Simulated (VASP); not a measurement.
# ZnO (wurtzite type) (P6_3mc) in VASP: further runs

Runs on ZnO (wurtzite type). Level: PBE. Tasks: single point.

All numbers are computed with VASP 6.6.1; they aren't measurements. Logs are shortened: lines on timing, memory, paths and dates and some standing lists are left out, and cuts for length are marked.

### 1 The cell of the first run

It takes space group P6_3mc (No. 186, hexagonal). The conventional cell has a = 3.143 Å, b = 3.143 Å, c = 5.070 Å, α = 90.00°, β = 90.00°, γ = 120.00°. Within 2.5 Å of Zn (site symmetry 3m) lie 4 O at 1.92 Å. O (site symmetry 3m) has 4 Zn at 1.92 Å within 2.5 Å.

### 2 Single point, PBE (volume scaled by 0.88)

File INCAR:

```
ALGO = Normal ; EDIFF = 1E-7
ENCUT = 520 ; GGA = PE
ISIF = 2 ; ISMEAR = -1
LASPH = True ; LCHARG = False
LREAL = False ; LWAVE = False
NBANDS = 26 ; NELM = 100
PREC = Accurate ; SIGMA = 0.05
```

File KPOINTS:

```
k-points
0
Gamma
  13 13 7
```

File POSCAR:

```
ZnO
1.0
    3.1431602931      0.0000000000      0.0000000000
   -1.5715801465      2.7220566620      0.0000000000
    0.0000000000      0.0000000000      5.0704162250
Zn O
2 2
Direct
    0.3333333333      0.6666666667     -0.0015389875
    0.6666666667      0.3333333333      0.4984610125
    0.3333333333      0.6666666667      0.3775389875
    0.6666666667      0.3333333333      0.8775389875
```

Potentials or basis: VASP PAW PBE potentials, release 64 (Zn, O).

Run with:

```sh
cat potpaw_PBE.64/Zn/POTCAR potpaw_PBE.64/O/POTCAR > POTCAR
mpirun -np 1 vasp_std > vasp.out
```

OUTCAR:

```text
EDIFF = 1E-7
   ENCUT = 520
   GGA = PE
   ISIF = 2
   ISMEAR = -1
   LASPH = True
   LREAL = False
   NELM = 100
   PREC = Accurate

 ion  position               nearest neighbor table
   1  0.333  0.667  0.998-   4 1.92   4 1.92   4 1.92   3 1.92
   2  0.667  0.333  0.498-   3 1.92   3 1.92   3 1.92   4 1.92
   3  0.333  0.667  0.378-   2 1.92   2 1.92   2 1.92   1 1.92
   4  0.667  0.333  0.878-   1 1.92   1 1.92   1 1.92   2 1.92

  LATTYP: Found a hexagonal cell.
 ALAT       =     3.1431602931
 C/A-ratio  =     1.6131586531

  Lattice vectors:

 A1 = (   3.1431602931,   0.0000000000,   0.0000000000)
 A2 = (  -1.5715801465,   2.7220566620,   0.0000000000)
 A3 = (   0.0000000000,   0.0000000000,   5.0704162250)

Analysis of symmetry for initial positions (statically):
=====================================================================
 Subroutine PRICEL returns:
 Original cell was already a primitive cell.

 Routine SETGRP: Setting up the symmetry group for a
 hexagonal supercell.

 Subroutine GETGRP returns: Found 12 space group operations
 (whereof  6 operations were pure point group operations)
 out of a pool of 24 trial point group operations.

The static configuration has the point symmetry C_3v.
 The point group associated with its full space group is C_6v.

Analysis of symmetry for dynamics (positions and initial velocities):
=====================================================================
 Subroutine PRICEL returns:
 Original cell was already a primitive cell.

 Routine SETGRP: Setting up the symmetry group for a
 hexagonal supercell.

 Subroutine GETGRP returns: Found 12 space group operations
 (whereof  6 operations were pure point group operations)
 out of a pool of 24 trial point group operations.

The dynamic configuration has the point symmetry C_3v.
 The point group associated with its full space group is C_6v.

 Subroutine INISYM returns: Found 12 space group operations
 (whereof  6 operations are pure point group operations),
 and found     1 'primitive' translations

----------------------------------------------------------------------------------------

                                     Primitive cell

  volume of cell :      43.3818

  direct lattice vectors                    reciprocal lattice vectors
     3.143160293  0.000000000  0.000000000     0.318151130  0.183684641  0.000000000
    -1.571580147  2.722056662  0.000000000     0.000000000  0.367369281  0.000000000
     0.000000000  0.000000000  5.070416225     0.000000000  0.000000000  0.197222468

  length of vectors
     3.143160293  3.143160293  5.070416225     0.367369281  0.367369281  0.197222468

  position of ions in fractional coordinates (direct lattice)
     0.333333333  0.666666667  0.998461013
     0.666666667  0.333333333  0.498461013
     0.333333333  0.666666667  0.377538988
     0.666666667  0.333333333  0.877538988

  ion indices of the primitive-cell ions
   primitive index   ion index
                 1           1
                 2           2
                 3           3
                 4           4

----------------------------------------------------------------------------------------

 KPOINTS: k-points

Automatic generation of k-mesh.
 Grid dimensions read from file:
 generate k-points for:   13   13    7

 Generating k-lattice:

  Cartesian coordinates                     Fractional coordinates (reciprocal lattice)
     0.024473164  0.014129588  0.000000000     0.076923077  0.000000000  0.000000000
     0.000000000  0.028259175  0.000000000     0.000000000  0.076923077  0.000000000
     0.000000000  0.000000000  0.028174638     0.000000000  0.000000000  0.142857143

  Length of vectors
     0.028259175  0.028259175  0.028174638

  Shift w.r.t. Gamma in fractional coordinates (k-lattice)
     0.000000000  0.000000000  0.000000000

 Subroutine IBZKPT returns following result:
 ===========================================

 Found     84 irreducible k-points:

 Following reciprocal coordinates:
            Coordinates               Weight
  0.000000  0.000000  0.000000      1.000000
  0.076923 -0.000000  0.000000      6.000000
  0.153846 -0.000000  0.000000      6.000000
  0.230769 -0.000000  0.000000      6.000000
  0.307692 -0.000000  0.000000      6.000000
  0.384615 -0.000000  0.000000      6.000000
[... 16 lines left out ...]
  0.076923 -0.000000  0.142857     12.000000
  0.153846 -0.000000  0.142857     12.000000
 [... further k-points ...]
   k-points           NKPTS =     84   k-points in BZ     NKDIM =     84   number of bands    NBANDS=     26
   number of dos      NEDOS =    301   number of ions     NIONS =      4
   total plane-waves  NPLWV =  23040
   dimension x,y,z NGX =    24 NGY =   24 NGZ =   40
   dimension x,y,z NGXF=    48 NGYF=   48 NGZF=   80
   ions per type =               2   2
   NGX,Y,Z   is equivalent  to a cutoff of  12.69, 12.69, 13.11 a.u.
   NGXF,Y,Z  is equivalent  to a cutoff of  25.39, 25.39, 26.23 a.u.
 SYSTEM =  unknown system
   PREC   = accura    normal or accurate (medium, high low for compatibility)
   ISTART =      0    job   : 0-new  1-cont  2-samecut
   ICHARG =      2    charge: 1-file 2-atom 10-const
   ISPIN  =      1    spin polarized calculation?
   LNONCOLLINEAR =      F non collinear calculations
   LSORBIT =      F    spin-orbit coupling
   LASPH  =      T    aspherical Exc in radial PAW
   ENCUT  =  520.0 eV  38.22 Ry    6.18 a.u.   5.84  5.84  9.43*2*pi/ulx,y,z
   NELM   =    100;   NELMIN=  2; NELMDL= -5     # of ELM steps
   EDIFF  = 0.1E-06   stopping-criterion for ELM
   LREAL  =      F    real-space projection
   EDIFFG = 0.1E-05   stopping-criterion for IOM
   NSW    =      0    number of steps for IOM
   IBRION =     -1    ionic relax: 0-MD 1-quasi-New 2-CG
   NFREE  =      0    steps in history (QN), initial steepest desc. (CG)
   ISIF   =      2    stress and relaxation
   ISYM   =      2    0-nonsym 1-usesym 2-fastsym
   POTIM  = 0.5000    time-step for ionic-motion
   TEBEG  =    0.0;   TEEND  =   0.0 temperature during run
   PSTRESS=    0.0 pullay stress
   NELECT =      36.0000    total number of electrons
   NUPDOWN=      -1.0000    fix difference up-down
   EMIN   =  10.00;   EMAX   =-10.00  energy-range for DOS
   EFERMI =   0.00;   METHOD = LEGACY
   ISMEAR =    -1;   SIGMA  =   0.05  broadening in eV -4-tet -1-fermi 0-gaus
   EFERMI_NEDOS =   21; number of points for ismear=-14 and -15
   IALGO  =     38    algorithm
   IMIX   =      4    mixing-type and parameters
     AMIX     =   0.40;   BMIX     =  1.00
     AMIX_MAG =   1.60;   BMIX_MAG =  1.00
  volume/ion in A,a.u.               =      10.85        73.19
  Fermi-wavevector in a.u.,A,eV,Ry     =   1.538414  2.907181 32.201149  2.366718
  Thomas-Fermi vector in A             =   2.644786
   LORBIT       =      0    0 simple, 1 ext, 2 COOP (PROOUT), +10 PAW based schemes
   GGA     = PE    functional components
   LHFCALC =     F    Hartree Fock is set to
   AEXX    =    0.0000 exact exchange contribution
   IVDW    =     0    specifies the selected vdW correction
   LEPSILON=     F    determine dielectric tensor
   LRPA    =     F    only Hartree local field effects (RPA)
 non-spin polarized calculation
  energy-cutoff  :      520.00
  volume of cell :       43.38
 maximum number of plane-waves:      1188
 NGX is ok and might be reduce to    24
   NGX = 11   NGY = 11   NGZ = 19

 number of electron      35.9999964 magnetization

 Free energy of the ion-electron system (eV)
  ---------------------------------------------------
  ext. energy  EPLUGINS =         0.00000000
  ---------------------------------------------------
  free energy    TOTEN  =       -17.44981377 eV

  energy without entropy =      -17.44981315  energy(sigma->0) =      -17.44981346

 E-fermi :   2.6188     XC(G=0): -11.4171

 val. band max:        2.1058670899   @ k =   0.0000   0.0000   0.0000
 cond. band min:       3.0190292714   @ k =   0.0000   0.0000   0.0000
 fundamental gap:      0.9131621814
 Fermi energy:         2.6187864341

 k-point     1 :       0.0000    0.0000    0.0000
  band No.  band energies     occupation
      1     -16.7981      2.00000
      2     -15.9255      2.00000
      3      -4.3185      2.00000
      4      -4.1066      2.00000
      5      -4.1066      2.00000
      6      -4.0505      2.00000
[... 18 lines left out ...]
     25      16.9019      0.00000
     26      16.9019      0.00000

 k-point     2 :       0.0769   -0.0000    0.0000
  band No.  band energies     occupation
      1     -16.7585      2.00000
      2     -15.9076      2.00000
      3      -4.2681      2.00000
      4      -4.1521      2.00000
      5      -4.0844      2.00000
      6      -4.0245      2.00000
[... 18 lines left out ...]
     25      16.7899      0.00000
     26      17.0018      0.00000

 k-point     3 :       0.1538   -0.0000    0.0000
  band No.  band energies     occupation
      1     -16.6463      2.00000
      2     -15.8593      2.00000
      3      -4.3035      2.00000
      4      -4.0868      2.00000
      5      -4.0247      2.00000
      6      -3.9862      2.00000
[... 18 lines left out ...]
     25      16.8203      0.00000
     26      17.1274      0.00000

 k-point     4 :       0.2308   -0.0000    0.0000
  band No.  band energies     occupation
      1     -16.4794      2.00000
      2     -15.7951      2.00000
      3      -4.4400      2.00000
      4      -4.0458      2.00000
      5      -3.9471      2.00000
      6      -3.8811      2.00000
[... 18 lines left out ...]
     25      15.9893      0.00000
     26      16.9962      0.00000
[... 496 lines left out ...]
      1     -16.7573      2.00000
      2     -15.9716      2.00000
      3      -4.3750      2.00000
      4      -4.1025      2.00000
      5      -4.1009      2.00000
      6      -4.1009      2.00000
[... 18 lines left out ...]
     25      16.7271      0.00000
     26      16.7272      0.00000

 k-point    23 :       0.0769   -0.0000    0.1429
  band No.  band energies     occupation
      1     -16.7187      2.00000
      2     -15.9523      2.00000
      3      -4.3392      2.00000
      4      -4.1800      2.00000
      5      -4.0783      2.00000
      6      -4.0439      2.00000
[... 18 lines left out ...]
     25      16.2822      0.00000
     26      16.8101      0.00000

 k-point    24 :       0.1538   -0.0000    0.1429
  band No.  band energies     occupation
      1     -16.6091      2.00000
      2     -15.9000      2.00000
      3      -4.3424      2.00000
      4      -4.2145      2.00000
      5      -4.0170      2.00000
      6      -3.9776      2.00000
[... 18 lines left out ...]
     25      16.0133      0.00000
     26      16.9262      0.00000

 [... further k-points ...]

------------------------ aborting loop because EDIFF is reached ----------------------------------------

  FORCE on cell =-STRESS in cart. coord.  units (eV):
  Direction    XX          YY          ZZ          XY          YZ          ZX
  --------------------------------------------------------------------------------------
  -------------------------------------------------------------------------------------
  Total        6.3696072      6.3696072      6.3669430      0.0000000      0.0000000      0.0000000
  in kB      235.2425774    235.2425774    235.1441825      0.0000000      0.0000000      0.0000000
  external PRESSURE =     235.2097791 kB  Pullay stress =       0.0000000 kB

 VOLUME and BASIS-vectors are now :
 -----------------------------------------------------------------------------
  energy-cutoff  :      520.00
  volume of cell :       43.38
      direct lattice vectors                 reciprocal lattice vectors
     3.143160293  0.000000000  0.000000000     0.318151130  0.183684641  0.000000000
    -1.571580147  2.722056662  0.000000000     0.000000000  0.367369281  0.000000000
     0.000000000  0.000000000  5.070416225     0.000000000  0.000000000  0.197222468

 POSITION                                       TOTAL-FORCE (eV/Angst)
 -----------------------------------------------------------------------------------
     -0.00000      1.81470      5.06261         0.000000     -0.000000      0.001657
      1.57158      0.90735      2.52740        -0.000000      0.000000      0.001657
     -0.00000      1.81470      1.91428         0.000000     -0.000000     -0.001657
      1.57158      0.90735      4.44949        -0.000000      0.000000     -0.001657
 -----------------------------------------------------------------------------------
    total drift:                               -0.000001     -0.000001      0.000301

  FREE ENERGIE OF THE ION-ELECTRON SYSTEM (eV)
  ---------------------------------------------------
  free  energy   TOTEN  =       -17.4498137683 eV

  energy  without entropy=      -17.4498131548  energy(sigma->0) =      -17.44981346
```

Run time: 2.6 min. Hardware: 1 thread of AMD EPYC 7R13, shared host; peak memory 0.18 GiB.

What came out:

| Item | Value |
| --- | --- |
| Free energy | -17.4498 eV |
| Pressure | 23.5 GPa |
| Band gap on the k mesh | 0.91 eV, direct |

Caveat: the cell differs from its parent crystal (volume scaled by 0.88). A k mesh can miss the band edges.

### 3 Single point, PBE (volume scaled by 0.94)

File INCAR:

```
SYSTEM = ZnO
ALGO = Normal
EDIFF = 1E-6
ENCUT = 520
GGA = PE
ISIF = 2
ISMEAR = -1
LASPH = .True.
LCHARG = .False.
LREAL = .False.
LWAVE = .False.
NBANDS = 26
NELM = 80
PREC = Accurate
SIGMA = 0.05
```

File KPOINTS:

```
k-points
0
Gamma
  13 13 7
  0 0 0
```

File POSCAR:

```
ZnO
1.0
    3.2124267058      0.0000000000      0.0000000000
   -1.6062133529      2.7820431350      0.0000000000
    0.0000000000      0.0000000000      5.1850792265
Zn O
2 2
Direct
    0.3333333333      0.6666666667     -0.0015281264
    0.6666666667      0.3333333333      0.4984718736
    0.3333333333      0.6666666667      0.3775281264
    0.6666666667      0.3333333333      0.8775281264
```

Potentials or basis: VASP PAW PBE potentials, release 64 (Zn, O).

Run with:

```sh
cat potpaw_PBE.64/Zn/POTCAR potpaw_PBE.64/O/POTCAR > POTCAR
mpirun -np 1 vasp_std > vasp.out
```

It took 2.3 min on 1 thread of AMD EPYC 7R13, shared host; peak memory 0.19 GiB.

The run converged. Its results:

| Quantity | Value |
| --- | --- |
| Free energy | -17.7587 eV |
| Pressure | 10.4 GPa |
| Band gap on the k mesh | 0.82 eV, direct |

Forces in eV/Å, atoms in the order of the input:
```
Zn   0.000  0.000  0.003
Zn   0.000  0.000  0.003
O    0.000  0.000 -0.003
O    0.000  0.000 -0.003
```

Stress tensor (GPa, compression positive):
```
10.42  0.00  0.00
 0.00 10.42  0.00
 0.00  0.00 10.33
```

Levels at points of the mesh, in eV from the valence-band top:
```csv
k point,band 16,band 17,band 18,band 19,band 20,band 21
"(0.00, 0.00, 0.00)",-0.10,0.00,0.00,0.82,5.33,8.28
```

Caveat: the cell differs from its parent crystal (volume scaled by 0.94).

### 4 Single point, PBE

This run uses another cell than the first one, of 12.32 Å³/atom, 1.136 times its volume.

File INCAR:

```
SYSTEM = ZnO
ALGO     = Normal         ! electronic algorithm
EDIFF    = 1E-6           ! SCF threshold, eV
ENCUT    = 520            ! plane-wave cutoff, eV
GGA      = PE             ! functional
ISIF     = 2              ! what is computed and relaxed
ISMEAR   = -1             ! smearing method
LASPH    = .True.         ! aspherical terms in the spheres
LCHARG   = .False.        ! write CHGCAR
LREAL    = .False.        ! projectors in reciprocal space
LWAVE    = .False.        ! write WAVECAR
NBANDS   = 26             ! bands
NELM     = 100            ! most SCF steps
PREC     = Accurate       ! precision mode
SIGMA    = 0.05           ! smearing width, eV
```

KPOINTS is that of step 3.

File POSCAR:

```
ZnO
1.0
    3.2791084896      0.0000000000      0.0000000000
   -1.6395542448      2.8397912538      0.0000000000
    0.0000000000      0.0000000000      5.2939815964
Zn O
2 2
Direct
    0.3333333333      0.6666666667     -0.0015152519
    0.6666666667      0.3333333333      0.4984847481
    0.3333333333      0.6666666667      0.3775152519
    0.6666666667      0.3333333333      0.8775152519
```

Run with:

```sh
cat potpaw_PBE.64/Zn/POTCAR potpaw_PBE.64/O/POTCAR > POTCAR
mpirun -np 1 vasp_std > vasp.out
```

It took 2.2 min on 1 thread of AMD EPYC 7R13, shared host; peak memory 0.19 GiB.

It converged, with:

| Quantity | Value |
| --- | --- |
| Free energy | -17.8610 eV |
| Pressure | 0.9 GPa |
| Band gap on the k mesh | 0.73 eV, direct |

Levels at points of the mesh, in eV from the valence-band top:
```tsv
k point	band 14	band 15	band 16	band 17	band 18	band 19	band 20	band 21	band 22	band 23
(0.00, 0.00, 0.00)	-0.75	-0.75	-0.08	0.00	0.00	0.73	5.09	8.07	12.73	12.73
```

### 5 Overview

```csv
cell,gap on the mesh (eV),pressure (GPa)
"a = 3.143, b = 3.143, c = 5.070 Å, angles 90.0, 90.0, 120.0°, 4 atoms",0.91,23.5
"a = 3.212, b = 3.212, c = 5.185 Å, angles 90.0, 90.0, 120.0°, 4 atoms",0.82,10.4
"a = 3.279, b = 3.279, c = 5.294 Å, angles 90.0, 90.0, 120.0°, 4 atoms",0.73,0.9
```

Alike in all rows: task single point; level PBE; potentials or basis VASP PAW PBE potentials, release 64 (Zn, O); no spin polarisation; k mesh 13 × 13 × 7; cutoff (eV) 520; smearing fermi-dirac 0.05 eV.

Absolute energies hang on the potentials; compare differences alone.
